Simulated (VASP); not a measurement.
## Al (a cell with a defect): relaxation of the atoms with PBE

The system is Al (a cell with a defect).

```xyz
11
Lattice="0.0000 6.0744 6.0744 4.0496 0.0000 4.0496 4.0496 4.0496 0.0000" Properties=species:S:1:pos:R:3 pbc="T T T"
Al    2.0248    2.0248    0.0000
Al    2.0248    0.0000    2.0248
Al    4.0496    2.0248    2.0248
Al    0.0000    2.0248    2.0248
Al    2.0248    4.0496    2.0248
Al    2.0248    2.0248    4.0496
Al    4.0496    4.0496    4.0496
Al    0.0000    4.0496    4.0496
Al    2.0248    6.0744    4.0496
Al    2.0248    4.0496    6.0744
Al    4.0496    6.0744    6.0744
```

| Item | Value |
| --- | --- |
| Program | VASP 6.6.1 |
| Task | relaxation of the atoms |
| Functional | PBE |
| Potentials or basis | VASP PAW PBE potentials, release 64 (Al) |
| Cutoff | 450 eV |
| k mesh | 2 × 3 × 3 |
| Occupations | fermi-dirac, width 0.1 eV |
| Spin | no spin polarisation |
| Dipole correction | no |
| Further INCAR settings | ALGO = Normal; EDIFF = 1e-07; IBRION = 2; EDIFFG = -0.03; NSW = 60 |

The energy gained by relaxing is 5.0 meV/atom. The ionic steps are 7 and the pressure after relaxing is -2.2 GPa. The largest force after relaxing is 0.018 eV/Å. The band gap on the k mesh is zero (an odd number of electrons rules out a gap without spin polarisation).

Forces on the atoms (eV/Å):
```
Al   0.000  0.000  0.000
Al   0.000  0.000  0.000
Al   0.000  0.000  0.000
Al  -0.008  0.011  0.011
Al   0.007  0.012  0.002
Al   0.007  0.002  0.012
Al  -0.001 -0.007 -0.007
Al   0.008 -0.011 -0.011
Al  -0.007 -0.012 -0.002
Al  -0.007 -0.002 -0.012
Al   0.001  0.007  0.007
```

Stress tensor (GPa, compression positive):
```
-2.73  0.46  0.46
 0.46 -1.97  0.05
 0.46  0.05 -1.97
```

Step by step:
```
step  energy change (eV)  largest force (eV/Å)  pressure (GPa)
   1              0.0000                0.3398           -2.03
   2             -0.0240                0.2522           -2.11
   3             -0.0487                0.0840           -2.21
   4             -0.0488                0.0889           -2.22
   5             -0.0515                0.0721           -2.22
   6             -0.0541                0.0420           -2.22
   7             -0.0550                0.0178           -2.22
```

Final structure:
```
Al
1.0
     0.00000    6.07442    6.07442
     4.04961    0.00000    4.04961
     4.04961    4.04961    0.00000
Al
11
Direct
  0.00000 0.00000 0.50000
  0.00000 0.50000 0.00000
  0.00000 0.50000 0.50000
  0.33273 0.99797 0.99797
  0.32299 0.00419 0.50974
  0.32299 0.50974 0.00419
  0.33410 0.49920 0.49920
  0.66727 0.00203 0.00203
  0.67701 0.99581 0.49026
  0.67701 0.49026 0.99581
  0.66590 0.50080 0.50080
```

Levels at points of the mesh, in eV from the Fermi level:
```tsv
k point	band 14	band 15	band 16	band 17	band 18	band 19	band 20	band 21
(0.00, 0.00, 0.00)	-2.18	-1.55	-1.32	-0.37	0.95	1.15	1.45	1.57
(0.50, 0.00, 0.00)	-1.96	-1.73	-1.62	-1.46	-1.06	-0.99	0.42	1.73
```

Wall time 84 s on 1 thread of Intel(R) Xeon(R) Platinum 8488C (Sapphire Rapids), on a shared host, peak memory 0.28 GiB.

Caveat: the k points lie up to 0.45 Å⁻¹ apart, too coarse for converged energies and pressures of a metal.
